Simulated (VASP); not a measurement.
A run of VASP 6.6.1 is set up as follows.

File INCAR:

```
PREC = Accurate
ENCUT = 520
EDIFF = 1E-6
ISMEAR = 0
SIGMA = 0.05
LREAL = F
LASPH = T
NELM = 80
ALGO = Fast
ISIF = 2
LWAVE = F
LCHARG = F
GGA = PE
NBANDS = 12
```

KPOINTS

```
Automatic mesh
0
Gamma
  10 10 10
```

POSCAR

```
Cu
1.0
   -1.4427933200      1.4427933200      1.3760814500
    1.4427933200     -1.4427933200      1.3760814500
    1.4427933200      1.4427933200     -1.3760814500
Cu
1
Direct
    0.0000000000      0.0000000000      0.0000000000
```

Potentials or basis: VASP PAW PBE potentials, release 64 (Cu).

Launch:

```bash
$ cat potpaw_PBE.64/Cu/POTCAR > POTCAR
$ mpirun -np 1 vasp_std > vasp.out
```

Task: Estimate the pressure.

Result: 8.4 GPa.

Stress tensor (GPa, compression positive):
```
8.88 0.00 0.00
0.00 8.88 0.00
0.00 0.00 7.55
```
